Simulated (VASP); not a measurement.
# Mg3S2O (P6/mmm) in VASP: further runs

The runs below take Mg3S2O through single point, with PBE.

Everything below comes from runs of VASP 6.6.1. Logs are shortened: lines on timing, memory, paths and dates and some standing lists are left out, and cuts for length are marked.

**1. The cell of the first run**

Symmetry: P6/mmm, No. 191, hexagonal system. The conventional cell has a = 4.534 Å, b = 4.534 Å, c = 7.407 Å, α = 90.00°, β = 90.00°, γ = 120.00°. Mg (site symmetry 6/mmm) has 6 Mg at 2.62 Å within 3.5 Å. Mg (site symmetry -6m2) has 6 Mg at 2.62 Å within 3.5 Å. S (site symmetry -6m2) has 3 O at 2.62 Å and 3 S at 2.62 Å within 3.5 Å. Within 3.5 Å of O (site symmetry 6/mmm) lie 6 S at 2.62 Å.

The cell was generated, and may not be a known phase.

**2. Single point, PBE**

The input, INCAR:

```
PREC = Accurate
ENCUT = 520
EDIFF = 1E-6
ISMEAR = 0
SIGMA = 0.1
LREAL = False
LASPH = True
NELM = 80
ALGO = Normal
ISIF = 2
LWAVE = False
LCHARG = False
GGA = PE
NBANDS = 21
```

The input, KPOINTS:

```
Automatic mesh
0
Gamma
  6 6 4
```

The input, POSCAR:

```
Mg3S2O
1.0
    4.5341261500      0.0000000000      0.0000000000
   -2.2670630700      3.9266684300      0.0000000000
    0.0000000000      0.0000000000      7.4067125700
Mg S O
3 2 1
Direct
    0.0000000000      0.0000000000      0.0000000000
    0.3333333300      0.6666666700      0.0000000000
    0.6666666700      0.3333333300      0.0000000000
    0.3333333300      0.6666666700      0.5000000000
    0.6666666700      0.3333333300      0.5000000000
    0.0000000000      0.0000000000      0.5000000000
```

Potentials or basis: VASP PAW PBE potentials, release 64 (Mg, S, O).

The run is started by

```console
$ cat potpaw_PBE.64/Mg/POTCAR potpaw_PBE.64/S/POTCAR potpaw_PBE.64/O/POTCAR > POTCAR
$ mpirun -np 1 vasp_std > vasp.out
```

OUTCAR:

```text
PREC = Accurate
   ENCUT = 520
   EDIFF = 1E-6
   ISMEAR = 0
   LREAL = False
   LASPH = True
   NELM = 80
   ISIF = 2
   GGA = PE

 ion  position               nearest neighbor table
   1  0.000  0.000  0.000-   2 2.62   3 2.62   2 2.62   3 2.62   3 2.62   2 2.62
   2  0.333  0.667  0.000-   1 2.62   3 2.62   3 2.62   1 2.62   1 2.62   3 2.62
   3  0.667  0.333  0.000-   1 2.62   2 2.62   2 2.62   1 2.62   1 2.62   2 2.62
   4  0.333  0.667  0.500-   5 2.62   5 2.62   5 2.62
   5  0.667  0.333  0.500-   4 2.62   4 2.62   4 2.62
   6  0.000  0.000  0.500-

  LATTYP: Found a hexagonal cell.
 ALAT       =     4.5341261500
 C/A-ratio  =     1.6335479704

  Lattice vectors:

 A1 = (   4.5341261500,   0.0000000000,   0.0000000000)
 A2 = (  -2.2670630700,   3.9266684300,   0.0000000000)
 A3 = (   0.0000000000,   0.0000000000,   7.4067125700)

Analysis of symmetry for initial positions (statically):
=====================================================================
 Subroutine PRICEL returns:
 Original cell was already a primitive cell.

 Routine SETGRP: Setting up the symmetry group for a
 hexagonal supercell.

 Subroutine GETGRP returns: Found 24 space group operations
 (whereof 24 operations were pure point group operations)
 out of a pool of 24 trial point group operations.

The static configuration has the point symmetry D_6h.

Analysis of symmetry for dynamics (positions and initial velocities):
=====================================================================
 Subroutine PRICEL returns:
 Original cell was already a primitive cell.

 Routine SETGRP: Setting up the symmetry group for a
 hexagonal supercell.

 Subroutine GETGRP returns: Found 24 space group operations
 (whereof 24 operations were pure point group operations)
 out of a pool of 24 trial point group operations.

The dynamic configuration has the point symmetry D_6h.

 Subroutine INISYM returns: Found 24 space group operations
 (whereof 24 operations are pure point group operations),
 and found     1 'primitive' translations

----------------------------------------------------------------------------------------

                                     Primitive cell

  volume of cell :     131.8692

  direct lattice vectors                    reciprocal lattice vectors
     4.534126150  0.000000000  0.000000000     0.220549664  0.127334408  0.000000000
    -2.267063070  3.926668430  0.000000000     0.000000000  0.254668816  0.000000000
     0.000000000  0.000000000  7.406712570     0.000000000  0.000000000  0.135012665

  length of vectors
     4.534126150  4.534126148  7.406712570     0.254668816  0.254668816  0.135012665

  position of ions in fractional coordinates (direct lattice)
     0.000000000  0.000000000  0.000000000
     0.333333330  0.666666670  0.000000000
     0.666666670  0.333333330  0.000000000
     0.333333330  0.666666670  0.500000000
     0.666666670  0.333333330  0.500000000
     0.000000000  0.000000000  0.500000000

  ion indices of the primitive-cell ions
   primitive index   ion index
                 1           1
                 2           2
                 3           3
                 4           4
                 5           5
                 6           6

----------------------------------------------------------------------------------------

 KPOINTS: Automatic mesh

Automatic generation of k-mesh.
 Grid dimensions read from file:
 generate k-points for:    6    6    4

 Generating k-lattice:

  Cartesian coordinates                     Fractional coordinates (reciprocal lattice)
     0.036758277  0.021222401  0.000000000     0.166666667  0.000000000  0.000000000
     0.000000000  0.042444803  0.000000000     0.000000000  0.166666667  0.000000000
     0.000000000  0.000000000  0.033753166     0.000000000  0.000000000  0.250000000

  Length of vectors
     0.042444803  0.042444803  0.033753166

  Shift w.r.t. Gamma in fractional coordinates (k-lattice)
     0.000000000  0.000000000  0.000000000

 Subroutine IBZKPT returns following result:
 ===========================================

 Found     21 irreducible k-points:

 Following reciprocal coordinates:
            Coordinates               Weight
  0.000000  0.000000  0.000000      1.000000
  0.166667  0.000000  0.000000      6.000000
  0.333333 -0.000000  0.000000      6.000000
  0.500000  0.000000  0.000000      3.000000
  0.166667  0.166667  0.000000      6.000000
  0.333333  0.166667  0.000000     12.000000
[... 13 lines left out ...]
  0.333333  0.166667  0.500000     12.000000
  0.333333  0.333333  0.500000      2.000000
   k-points           NKPTS =     21   k-points in BZ     NKDIM =     21   number of bands    NBANDS=     21
   number of dos      NEDOS =    301   number of ions     NIONS =      6
   total plane-waves  NPLWV =  72576
   dimension x,y,z NGX =    36 NGY =   36 NGZ =   56
   dimension x,y,z NGXF=    72 NGYF=   72 NGZF=  112
   ions per type =               3   2   1
   NGX,Y,Z   is equivalent  to a cutoff of  13.20, 13.20, 12.57 a.u.
   NGXF,Y,Z  is equivalent  to a cutoff of  26.40, 26.40, 25.14 a.u.
 SYSTEM =  unknown system
   PREC   = accura    normal or accurate (medium, high low for compatibility)
   ISTART =      0    job   : 0-new  1-cont  2-samecut
   ICHARG =      2    charge: 1-file 2-atom 10-const
   ISPIN  =      1    spin polarized calculation?
   LNONCOLLINEAR =      F non collinear calculations
   LSORBIT =      F    spin-orbit coupling
   LASPH  =      T    aspherical Exc in radial PAW
   ENCUT  =  520.0 eV  38.22 Ry    6.18 a.u.   8.43  8.43 13.77*2*pi/ulx,y,z
   NELM   =     80;   NELMIN=  2; NELMDL= -5     # of ELM steps
   EDIFF  = 0.1E-05   stopping-criterion for ELM
   LREAL  =      F    real-space projection
   EDIFFG = 0.1E-04   stopping-criterion for IOM
   NSW    =      0    number of steps for IOM
   IBRION =     -1    ionic relax: 0-MD 1-quasi-New 2-CG
   NFREE  =      0    steps in history (QN), initial steepest desc. (CG)
   ISIF   =      2    stress and relaxation
   ISYM   =      2    0-nonsym 1-usesym 2-fastsym
   POTIM  = 0.5000    time-step for ionic-motion
   TEBEG  =    0.0;   TEEND  =   0.0 temperature during run
   PSTRESS=    0.0 pullay stress
   NELECT =      24.0000    total number of electrons
   NUPDOWN=      -1.0000    fix difference up-down
   EMIN   =  10.00;   EMAX   =-10.00  energy-range for DOS
   EFERMI =   0.00;   METHOD = LEGACY
   ISMEAR =     0;   SIGMA  =   0.10  broadening in eV -4-tet -1-fermi 0-gaus
   EFERMI_NEDOS =   21; number of points for ismear=-14 and -15
   IALGO  =     38    algorithm
   IMIX   =      4    mixing-type and parameters
     AMIX     =   0.40;   BMIX     =  1.00
     AMIX_MAG =   1.60;   BMIX_MAG =  1.00
  volume/ion in A,a.u.               =      21.98       148.32
  Fermi-wavevector in a.u.,A,eV,Ry     =   0.927750  1.753193 11.710799  0.860719
  Thomas-Fermi vector in A             =   2.053853
   LORBIT       =      0    0 simple, 1 ext, 2 COOP (PROOUT), +10 PAW based schemes
   GGA     = PE    functional components
   LHFCALC =     F    Hartree Fock is set to
   AEXX    =    0.0000 exact exchange contribution
   IVDW    =     0    specifies the selected vdW correction
   LEPSILON=     F    determine dielectric tensor
   LRPA    =     F    only Hartree local field effects (RPA)
 non-spin polarized calculation
 Gauss-broadening in eV      SIGMA  =   0.10
  energy-cutoff  :      520.00
  volume of cell :      131.87
 maximum number of plane-waves:      3592
 NGX is ok and might be reduce to    36
   NGX = 17   NGY = 17   NGZ = 27

 number of electron      24.0000005 magnetization

 Free energy of the ion-electron system (eV)
  ---------------------------------------------------
  ext. energy  EPLUGINS =         0.00000000
  ---------------------------------------------------
  free energy    TOTEN  =       -11.85498943 eV

  energy without entropy =      -11.84207063  energy(sigma->0) =      -11.84853003

 E-fermi :   1.9530     XC(G=0):  -8.4292

 val. band max:        1.8734153910   @ k =   0.1667   0.1667   0.5000
 cond. band min:       2.0003814187   @ k =   0.1667   0.0000   0.0000
 fundamental gap:      0.1269660278
 Fermi energy:         1.9530276441

 k-point     1 :       0.0000    0.0000    0.0000
  band No.  band energies     occupation
      1     -14.3863      2.00000
      2     -10.9021      2.00000
      3      -7.7400      2.00000
      4      -4.1950      2.00000
      5      -1.8805      2.00000
      6      -1.7525      2.00000
[... 13 lines left out ...]
     20       8.0258      0.00000
     21       8.1608      0.00000

 k-point     2 :       0.1667    0.0000    0.0000
  band No.  band energies     occupation
      1     -14.2958      2.00000
      2     -10.9234      2.00000
      3      -8.1563      2.00000
      4      -3.9248      2.00000
      5      -2.3767      2.00000
      6      -1.8357      2.00000
[... 13 lines left out ...]
     20       7.6749      0.00000
     21       8.2333      0.00000

 k-point     3 :       0.3333   -0.0000    0.0000
  band No.  band energies     occupation
      1     -14.0982      2.00000
      2     -10.9179      2.00000
      3      -8.9825      2.00000
      4      -3.1239      2.00000
      5      -2.9515      2.00000
      6      -1.1056      2.00000
[... 13 lines left out ...]
     20       7.5322      0.00000
     21       7.7135      0.00000
[... 385 lines left out ...]
 k-point    20 :       0.3333    0.1667    0.5000
  band No.  band energies     occupation
      1     -13.9947      2.00000
      2     -10.7720      2.00000
      3      -9.5663      2.00000
      4      -2.6446      2.00000
      5      -2.5313      2.00000
      6      -1.0388      2.00000
[... 13 lines left out ...]
     20       7.8895      0.00000
     21       9.3037      0.00000

 k-point    21 :       0.3333    0.3333    0.5000
  band No.  band energies     occupation
      1     -13.9452      2.00000
      2     -10.2891      2.00000
      3     -10.2891      2.00000
      4      -2.0941      2.00000
      5      -1.3442      2.00000
      6      -1.3442      2.00000
[... 13 lines left out ...]
     20       7.8338      0.00000
     21       7.8338      0.00000

------------------------ aborting loop because EDIFF is reached ----------------------------------------

  FORCE on cell =-STRESS in cart. coord.  units (eV):
  Direction    XX          YY          ZZ          XY          YZ          ZX
  --------------------------------------------------------------------------------------
  -------------------------------------------------------------------------------------
  Total        8.4854087      8.4854087     -7.7591333      0.0000000      0.0000000      0.0000000
  in kB      103.0955751    103.0955751    -94.2715118      0.0000001      0.0000000      0.0000000
  external PRESSURE =      37.3065461 kB  Pullay stress =       0.0000000 kB

 VOLUME and BASIS-vectors are now :
 -----------------------------------------------------------------------------
  energy-cutoff  :      520.00
  volume of cell :      131.87
      direct lattice vectors                 reciprocal lattice vectors
     4.534126150  0.000000000  0.000000000     0.220549664  0.127334408  0.000000000
    -2.267063070  3.926668430  0.000000000     0.000000000  0.254668816  0.000000000
     0.000000000  0.000000000  7.406712570     0.000000000  0.000000000  0.135012665

 POSITION                                       TOTAL-FORCE (eV/Angst)
 -----------------------------------------------------------------------------------
      0.00000      0.00000      0.00000         0.000000      0.000000     -0.000000
     -0.00000      2.61778      0.00000         0.000000      0.000000      0.000000
      2.26706      1.30889      0.00000         0.000000     -0.000000     -0.000000
     -0.00000      2.61778      3.70336         0.000000     -0.000000     -0.000000
      2.26706      1.30889      3.70336        -0.000000      0.000000      0.000000
      0.00000      0.00000      3.70336         0.000000      0.000000     -0.000000
 -----------------------------------------------------------------------------------
    total drift:                               -0.000000      0.000000      0.000000

  FREE ENERGIE OF THE ION-ELECTRON SYSTEM (eV)
  ---------------------------------------------------
  free  energy   TOTEN  =       -11.8549894342 eV

  energy  without entropy=      -11.8420706303  energy(sigma->0) =      -11.84853003
```

It took 91 s on 1 thread of Intel Xeon Platinum 8175M at 2.50GHz (Skylake/Cascade Lake), shared host; peak memory 0.27 GiB.

What came out:

| Item | Value |
| --- | --- |
| Free energy | -11.8550 eV |
| Pressure | 3.7 GPa |
| Band gap on the k mesh | zero (bands 12 and 13 overlap by 1.29 eV) |

Caveat: the stress differs along the axes, from -9 to 10 GPa.

**3. Single point, PBE**

This run uses another cell than the first one, of 72.26 Å³/atom.

The input, INCAR:

```
SYSTEM = Mg3S2O
  PREC = Accurate
  ENCUT = 520
  EDIFF = 1E-7
  ISMEAR = 0
  SIGMA = 0.02
  LREAL = .False.
  LASPH = .True.
  NELM = 80
  ALGO = Normal
  ISIF = 2
  LWAVE = .False.
  LCHARG = .False.
  GGA = PE
  NBANDS = 21
```

The input, KPOINTS:

```
Automatic mesh
0
Gamma
  3 3 6
  0 0 0
```

The input, POSCAR:

```
Mg3S2O
1.0
   10.8618189071      0.0000000000      0.0000000000
   -5.4309094536      9.4066111048      0.0000000000
    0.0000000000      0.0000000000      4.2435921736
Mg S O
3 2 1
Direct
    0.0000000000      0.0000000000      0.0000000000
    0.3333333333      0.6666666667      0.0000000000
    0.6666666667      0.3333333333      0.0000000000
    0.3333333333      0.6666666667      0.5000000000
    0.6666666667      0.3333333333      0.5000000000
    0.0000000000      0.0000000000      0.5000000000
```

Potentials or basis: VASP PAW PBE potentials, release 64 (Mg, S, O).

The run is started by

```console
$ cat potpaw_PBE.64/Mg/POTCAR potpaw_PBE.64/S/POTCAR potpaw_PBE.64/O/POTCAR > POTCAR
$ mpirun -np 1 vasp_std > vasp.out
```

Wall time 3.8 min (1 thread of Intel Xeon Platinum 8175M at 2.50GHz (Skylake/Cascade Lake), shared host); peak memory 0.56 GiB.

It converged, with:

- Free energy: -20.4441 eV
- Pressure: 0.0 GPa
- Band gap on the k mesh: 1.53 eV (least direct gap 1.75 eV)

Levels at points of the mesh, in eV from the valence-band top:
| k point | band 10 | band 11 | band 12 | band 13 | band 14 | band 15 |
| --- | --- | --- | --- | --- | --- | --- |
| (0.00, 0.00, 0.00) | -1.37 | -0.22 | -0.22 | 1.53 | 2.39 | 2.77 |
| (0.00, 0.00, 0.50) | -1.02 | 0.00 | 0.00 | 3.67 | 3.67 | 3.72 |

A k mesh can miss the band edges.

**4. Single point, PBE**

This run uses another cell than the first one, of 48.75 Å³/atom.

The input, INCAR:

```
SYSTEM = Mg3S2O
PREC     = Accurate       ! precision mode
ENCUT    = 520            ! plane-wave cutoff, eV
EDIFF    = 1E-7           ! SCF threshold, eV
ISMEAR   = 0              ! smearing method
SIGMA    = 0.1            ! smearing width, eV
LREAL    = .FALSE.        ! projectors in reciprocal space
LASPH    = .TRUE.         ! aspherical terms in the spheres
NELM     = 60             ! most SCF steps
ALGO     = Normal         ! electronic algorithm
ISIF     = 2              ! what is computed and relaxed
LWAVE    = .FALSE.        ! write WAVECAR
LCHARG   = .TRUE.         ! write CHGCAR
GGA      = PE             ! functional
LELF     = .TRUE.         ! ELF
LVHAR    = .TRUE.       
NBANDS   = 21             ! bands
```

The input, KPOINTS:

```
Automatic mesh
0
G
  6 6 4
  0 0 0
```

POSCAR: that of step 3 with these lines changed.

```diff
@@ -2,5 +2,5 @@
 1.0
-   10.8618189071      0.0000000000      0.0000000000
-   -5.4309094536      9.4066111048      0.0000000000
-    0.0000000000      0.0000000000      4.2435921736
+    8.9311199969     -0.0000000057      0.0000000000
+   -4.4655599935      7.7345768044      0.0000000000
+    0.0000000000      0.0000000000      4.2347448667
 Mg S O
```

The run is started by

```console
$ cat potpaw_PBE.64/Mg/POTCAR potpaw_PBE.64/S/POTCAR potpaw_PBE.64/O/POTCAR > POTCAR
$ mpirun -np 1 vasp_std > vasp.out
```

Wall time 3.7 min (1 thread of Intel Xeon Platinum 8175M at 2.50GHz (Skylake/Cascade Lake), shared host); peak memory 0.48 GiB.

Results (log left out):

- Free energy: -20.3360 eV
- Pressure: 0.2 GPa
- Band gap on the k mesh: 1.12 eV (least direct gap 1.33 eV)

Stress tensor (GPa, compression positive):
```
0.28 0.00 0.00
0.00 0.28 0.00
0.00 0.00 0.07
```

Levels at points of the mesh, in eV from the valence-band top:
```tsv
k point	band 8	band 9	band 10	band 11	band 12	band 13	band 14	band 15	band 16	band 17
(0.00, 0.00, 0.00)	-1.42	-1.29	-1.29	-0.21	-0.21	1.12	2.76	3.21	4.42	4.42
(0.50, 0.00, 0.00)	-1.42	-1.34	-1.23	-0.24	-0.21	1.67	2.17	2.71	4.44	5.25
(0.00, 0.00, 0.50)	-1.11	-0.94	-0.94	0.00	0.00	3.37	3.37	3.38	3.81	3.81
(0.50, 0.00, 0.50)	-1.08	-0.98	-0.92	-0.01	0.00	3.00	3.08	3.51	4.50	4.54
```

**5. Summary**

```csv
cell,k mesh,smearing,gap on the mesh (eV),pressure (GPa)
"a = 4.534, b = 4.534, c = 7.407 Å, angles 90.0, 90.0, 120.0°, 6 atoms",6 × 6 × 4,gaussian 0.1 eV,none,3.7
"a = 10.862, b = 10.862, c = 4.244 Å, angles 90.0, 90.0, 120.0°, 6 atoms",3 × 3 × 6,gaussian 0.02 eV,1.53,0.0
"a = 8.931, b = 8.931, c = 4.235 Å, angles 90.0, 90.0, 120.0°, 6 atoms",6 × 6 × 4,gaussian 0.1 eV,1.12,0.2
```

Alike in all rows: task single point; level PBE; potentials or basis VASP PAW PBE potentials, release 64 (Mg, S, O); no spin polarisation; cutoff (eV) 520.

Caveats: the stress differs along the axes, from -9 to 10 GPa (at least some runs).

Total energies depend on the potentials used, so only differences within one code and one set of settings carry meaning.

The gap in the log of VASP goes by the Fermi energy; the results here count the filled bands.